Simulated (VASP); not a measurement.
# Ta (Fm-3m) in VASP: single point with PBEsol

Aim: the single point of Ta with PBEsol.

Program: VASP 6.6.1. These are calculated values, not measurements. Logs are shortened: lines on timing, memory, paths and dates and some standing lists are left out, and cuts for length are marked.

### 1 The cell of the first run

It takes space group Fm-3m (No. 225, cubic). Conventional cell: a = 6.446 Å, b = 6.446 Å, c = 6.446 Å, α = 90.00°, β = 90.00°, γ = 90.00°. Ta (site symmetry -43m) has 10 Ta at 2.79 to 3.22 Å within 3.7 Å. Ta (site symmetry m-3m) has 8 Ta at 2.79 Å within 3.7 Å.

### 2 Single point, PBEsol

File INCAR:

```
SYSTEM = Ta
PREC = Accurate
ENCUT = 520
EDIFF = 1E-6
ISMEAR = 0
SIGMA = 0.05
LREAL = .False.
LASPH = .True.
NELM = 100
ALGO = Normal
ISIF = 2
LWAVE = .False.
LCHARG = .False.
GGA = PS
NBANDS = 24
```

File KPOINTS:

```
regular mesh
0
Gamma
  6 6 6
  0 0 0
```

File POSCAR:

```
Ta
1.0
    0.0000000000      3.2228180000      3.2228180000
    3.2228180000      0.0000000000      3.2228180000
    3.2228180000      3.2228180000      0.0000000000
Ta
3
Direct
    0.2500000000      0.2500000000      0.2500000000
    0.7500000000      0.7500000000      0.7500000000
    0.5000000000      0.5000000000      0.5000000000
```

Potentials or basis: VASP PAW PBE potentials, release 64 (Ta_pv).

The run is started by

```console
$ cat potpaw_PBE.64/Ta_pv/POTCAR > POTCAR
$ mpirun -np 1 vasp_std > vasp.out
```

OUTCAR:

```text
SYSTEM = Ta
   PREC = Accurate
   ENCUT = 520
   EDIFF = 1E-6
   ISMEAR = 0
   LREAL = .False.
   LASPH = .True.
   NELM = 100
   ISIF = 2
   GGA = PS

 ion  position               nearest neighbor table
   1  0.250  0.250  0.250-   3 2.79   3 2.79   3 2.79   3 2.79   2 3.22   2 3.22   2 3.22   2 3.22
                             2 3.22   2 3.22
   2  0.750  0.750  0.750-   3 2.79   3 2.79   3 2.79   3 2.79   1 3.22   1 3.22   1 3.22   1 3.22
                             1 3.22   1 3.22
   3  0.500  0.500  0.500-   1 2.79   1 2.79   1 2.79   1 2.79   2 2.79   2 2.79   2 2.79   2 2.79

  LATTYP: Found a face centered cubic cell.
 ALAT       =     6.4456360000

  Lattice vectors:

 A1 = (   0.0000000000,   3.2228180000,   3.2228180000)
 A2 = (   3.2228180000,   0.0000000000,   3.2228180000)
 A3 = (   3.2228180000,   3.2228180000,   0.0000000000)

Analysis of symmetry for initial positions (statically):
=====================================================================
 Subroutine PRICEL returns:
 Original cell was already a primitive cell.

 Routine SETGRP: Setting up the symmetry group for a
 face centered cubic supercell.

 Subroutine GETGRP returns: Found 48 space group operations
 (whereof 48 operations were pure point group operations)
 out of a pool of 48 trial point group operations.

The static configuration has the point symmetry O_h .

Analysis of symmetry for dynamics (positions and initial velocities):
=====================================================================
 Subroutine PRICEL returns:
 Original cell was already a primitive cell.

 Routine SETGRP: Setting up the symmetry group for a
 face centered cubic supercell.

 Subroutine GETGRP returns: Found 48 space group operations
 (whereof 48 operations were pure point group operations)
 out of a pool of 48 trial point group operations.

The dynamic configuration has the point symmetry O_h .

 Subroutine INISYM returns: Found 48 space group operations
 (whereof 48 operations are pure point group operations),
 and found     1 'primitive' translations

----------------------------------------------------------------------------------------

                                     Primitive cell

  volume of cell :      66.9480

  direct lattice vectors                    reciprocal lattice vectors
     0.000000000  3.222818000  3.222818000    -0.155143728  0.155143728  0.155143728
     3.222818000  0.000000000  3.222818000     0.155143728 -0.155143728  0.155143728
     3.222818000  3.222818000  0.000000000     0.155143728  0.155143728 -0.155143728

  length of vectors
     4.557752925  4.557752925  4.557752925     0.268716820  0.268716820  0.268716820

  position of ions in fractional coordinates (direct lattice)
     0.250000000  0.250000000  0.250000000
     0.750000000  0.750000000  0.750000000
     0.500000000  0.500000000  0.500000000

  ion indices of the primitive-cell ions
   primitive index   ion index
                 1           1
                 2           2
                 3           3

----------------------------------------------------------------------------------------

 KPOINTS: regular mesh

Automatic generation of k-mesh.
 Grid dimensions read from file:
 generate k-points for:    6    6    6

 Generating k-lattice:

  Cartesian coordinates                     Fractional coordinates (reciprocal lattice)
    -0.025857288  0.025857288  0.025857288     0.166666667  0.000000000  0.000000000
     0.025857288 -0.025857288  0.025857288     0.000000000  0.166666667  0.000000000
     0.025857288  0.025857288 -0.025857288     0.000000000  0.000000000  0.166666667

  Length of vectors
     0.044786137  0.044786137  0.044786137

  Shift w.r.t. Gamma in fractional coordinates (k-lattice)
     0.000000000  0.000000000  0.000000000

 Subroutine IBZKPT returns following result:
 ===========================================

 Found     16 irreducible k-points:

 Following reciprocal coordinates:
            Coordinates               Weight
  0.000000  0.000000  0.000000      1.000000
  0.166667  0.000000  0.000000      8.000000
  0.333333  0.000000  0.000000      8.000000
  0.500000  0.000000  0.000000      4.000000
  0.166667  0.166667  0.000000      6.000000
  0.333333  0.166667  0.000000     24.000000
[... 8 lines left out ...]
 -0.333333  0.333333  0.166667     24.000000
 -0.333333  0.500000  0.166667     12.000000
   k-points           NKPTS =     16   k-points in BZ     NKDIM =     16   number of bands    NBANDS=     24
   number of dos      NEDOS =    301   number of ions     NIONS =      3
   total plane-waves  NPLWV =  46656
   dimension x,y,z NGX =    36 NGY =   36 NGZ =   36
   dimension x,y,z NGXF=    72 NGYF=   72 NGZF=   72
   ions per type =               3
   NGX,Y,Z   is equivalent  to a cutoff of  13.13, 13.13, 13.13 a.u.
   NGXF,Y,Z  is equivalent  to a cutoff of  26.26, 26.26, 26.26 a.u.
 SYSTEM =  Ta
   PREC   = accura    normal or accurate (medium, high low for compatibility)
   ISTART =      0    job   : 0-new  1-cont  2-samecut
   ICHARG =      2    charge: 1-file 2-atom 10-const
   ISPIN  =      1    spin polarized calculation?
   LNONCOLLINEAR =      F non collinear calculations
   LSORBIT =      F    spin-orbit coupling
   LASPH  =      T    aspherical Exc in radial PAW
   ENCUT  =  520.0 eV  38.22 Ry    6.18 a.u.   8.47  8.47  8.47*2*pi/ulx,y,z
   NELM   =    100;   NELMIN=  2; NELMDL= -5     # of ELM steps
   EDIFF  = 0.1E-05   stopping-criterion for ELM
   LREAL  =      F    real-space projection
   EDIFFG = 0.1E-04   stopping-criterion for IOM
   NSW    =      0    number of steps for IOM
   IBRION =     -1    ionic relax: 0-MD 1-quasi-New 2-CG
   NFREE  =      0    steps in history (QN), initial steepest desc. (CG)
   ISIF   =      2    stress and relaxation
   ISYM   =      2    0-nonsym 1-usesym 2-fastsym
   POTIM  = 0.5000    time-step for ionic-motion
   TEBEG  =    0.0;   TEEND  =   0.0 temperature during run
   PSTRESS=    0.0 pullay stress
   NELECT =      33.0000    total number of electrons
   NUPDOWN=      -1.0000    fix difference up-down
   EMIN   =  10.00;   EMAX   =-10.00  energy-range for DOS
   EFERMI =   0.00;   METHOD = LEGACY
   ISMEAR =     0;   SIGMA  =   0.05  broadening in eV -4-tet -1-fermi 0-gaus
   EFERMI_NEDOS =   21; number of points for ismear=-14 and -15
   IALGO  =     38    algorithm
   IMIX   =      4    mixing-type and parameters
     AMIX     =   0.40;   BMIX     =  1.00
     AMIX_MAG =   1.60;   BMIX_MAG =  1.00
  volume/ion in A,a.u.               =      22.32       150.60
  Fermi-wavevector in a.u.,A,eV,Ry     =   1.293204  2.443801 22.754064  1.672377
  Thomas-Fermi vector in A             =   2.424864
   LORBIT       =      0    0 simple, 1 ext, 2 COOP (PROOUT), +10 PAW based schemes
   GGA     = PS    functional components
   LHFCALC =     F    Hartree Fock is set to
   AEXX    =    0.0000 exact exchange contribution
   IVDW    =     0    specifies the selected vdW correction
   LEPSILON=     F    determine dielectric tensor
   LRPA    =     F    only Hartree local field effects (RPA)
 non-spin polarized calculation
 Gauss-broadening in eV      SIGMA  =   0.05
  energy-cutoff  :      520.00
  volume of cell :       66.95
 maximum number of plane-waves:      1820
 NGX is ok and might be reduce to    36
   NGX = 17   NGY = 17   NGZ = 17

 number of electron      32.9999997 magnetization

 Free energy of the ion-electron system (eV)
  ---------------------------------------------------
  ext. energy  EPLUGINS =         0.00000000
  ---------------------------------------------------
  free energy    TOTEN  =       -34.62860510 eV

  energy without entropy =      -34.62280439  energy(sigma->0) =      -34.62570474

 E-fermi :   3.7769     XC(G=0): -11.4410

 val. band max:        3.7376570851   @ k =  -0.3333   0.3333   0.1667
 cond. band min:       3.7959817560   @ k =   0.5000   0.1667   0.0000
 fundamental gap:      0.0583246709
 Fermi energy:         3.7769299894

 k-point     1 :       0.0000    0.0000    0.0000
  band No.  band energies     occupation
      1     -30.5287      2.00000
      2     -30.5287      2.00000
      3     -30.5287      2.00000
      4     -30.4504      2.00000
      5     -30.4504      2.00000
      6     -30.4504      2.00000
[... 16 lines left out ...]
     23       8.4374      0.00000
     24       8.7162      0.00000

 k-point     2 :       0.1667    0.0000    0.0000
  band No.  band energies     occupation
      1     -30.5825      2.00000
      2     -30.5484      2.00000
      3     -30.5484      2.00000
      4     -30.4408      2.00000
      5     -30.4408      2.00000
      6     -30.3851      2.00000
[... 16 lines left out ...]
     23       8.2904      0.00000
     24       8.9294      0.00000

 k-point     3 :       0.3333    0.0000    0.0000
  band No.  band energies     occupation
      1     -30.5828      2.00000
      2     -30.5786      2.00000
      3     -30.5786      2.00000
      4     -30.4306      2.00000
      5     -30.4306      2.00000
      6     -30.3788      2.00000
[... 16 lines left out ...]
     23       8.1335      0.00000
     24       8.8644      0.00000

 k-point     4 :       0.5000    0.0000    0.0000
  band No.  band energies     occupation
      1     -30.5913      2.00000
      2     -30.5913      2.00000
      3     -30.5354      2.00000
      4     -30.4323      2.00000
      5     -30.4278      2.00000
      6     -30.4278      2.00000
[... 16 lines left out ...]
     23       8.0523      0.00000
     24       8.7538      0.00000

 k-point     5 :       0.1667    0.1667    0.0000
  band No.  band energies     occupation
      1     -30.6119      2.00000
      2     -30.6119      2.00000
      3     -30.4804      2.00000
      4     -30.4667      2.00000
      5     -30.3869      2.00000
      6     -30.3869      2.00000
[... 235 lines left out ...]
 k-point    14 :       0.5000    0.3333    0.1667
  band No.  band energies     occupation
      1     -30.7071      2.00000
      2     -30.6259      2.00000
      3     -30.5665      2.00000
      4     -30.4189      2.00000
      5     -30.3574      2.00000
      6     -30.3107      2.00000
[... 16 lines left out ...]
     23       8.3255      0.00000
     24       8.3411      0.00000

 k-point    15 :      -0.3333    0.3333    0.1667
  band No.  band energies     occupation
      1     -30.7271      2.00000
      2     -30.5962      2.00000
      3     -30.5523      2.00000
      4     -30.5007      2.00000
      5     -30.3219      2.00000
      6     -30.3069      2.00000
[... 16 lines left out ...]
     23       7.6555      0.00000
     24       8.3974      0.00000

 k-point    16 :      -0.3333    0.5000    0.1667
  band No.  band energies     occupation
      1     -30.7583      2.00000
      2     -30.6531      2.00000
      3     -30.5700      2.00000
      4     -30.4342      2.00000
      5     -30.2952      2.00000
      6     -30.2824      2.00000
[... 16 lines left out ...]
     23       7.7406      0.00000
     24       8.4110      0.00000

------------------------ aborting loop because EDIFF is reached ----------------------------------------

  FORCE on cell =-STRESS in cart. coord.  units (eV):
  Direction    XX          YY          ZZ          XY          YZ          ZX
  --------------------------------------------------------------------------------------
  -------------------------------------------------------------------------------------
  Total       -4.2781198     -4.2781198     -4.2781198      0.0000000      0.0000000      0.0000000
  in kB     -102.3826078   -102.3826078   -102.3826078      0.0000000      0.0000000      0.0000000
  external PRESSURE =    -102.3826078 kB  Pullay stress =       0.0000000 kB

 VOLUME and BASIS-vectors are now :
 -----------------------------------------------------------------------------
  energy-cutoff  :      520.00
  volume of cell :       66.95
      direct lattice vectors                 reciprocal lattice vectors
     0.000000000  3.222818000  3.222818000    -0.155143728  0.155143728  0.155143728
     3.222818000  0.000000000  3.222818000     0.155143728 -0.155143728  0.155143728
     3.222818000  3.222818000  0.000000000     0.155143728  0.155143728 -0.155143728

 POSITION                                       TOTAL-FORCE (eV/Angst)
 -----------------------------------------------------------------------------------
      1.61141      1.61141      1.61141        -0.000000     -0.000000     -0.000000
      4.83423      4.83423      4.83423         0.000000      0.000000      0.000000
      3.22282      3.22282      3.22282         0.000000      0.000000      0.000000
 -----------------------------------------------------------------------------------
    total drift:                                0.000000      0.000000      0.000000

  FREE ENERGIE OF THE ION-ELECTRON SYSTEM (eV)
  ---------------------------------------------------
  free  energy   TOTEN  =       -34.6286050998 eV

  energy  without entropy=      -34.6228043854  energy(sigma->0) =      -34.62570474
```

Run time: 15 s. Hardware: 1 thread of Intel Xeon Platinum 8488C (Sapphire Rapids), shared host; peak memory 0.2 GiB.

Results:

```
Free energy : -34.6286 eV
Pressure    : -10.2 GPa
```

Levels at points of the mesh, in eV from the Fermi level:
| k point | band 13 | band 14 | band 15 | band 16 | band 17 | band 18 | band 19 | band 20 |
| --- | --- | --- | --- | --- | --- | --- | --- | --- |
| (0.00, 0.00, 0.00) | -1.24 | -1.24 | -1.24 | -0.35 | -0.35 | -0.35 | 3.88 | 3.88 |
| (0.50, 0.00, 0.00) | -1.68 | -1.57 | -1.16 | -1.16 | -0.12 | -0.12 | 0.99 | 1.18 |
| (0.50, 0.50, 0.00) | -2.26 | -1.13 | -0.98 | -0.98 | 1.30 | 1.30 | 1.37 | 2.33 |

Caveat: the PAW data sets were made with another functional, which shifts forces and pressure a little; spin-orbit coupling is left out, which moves the levels of the heavy elements.
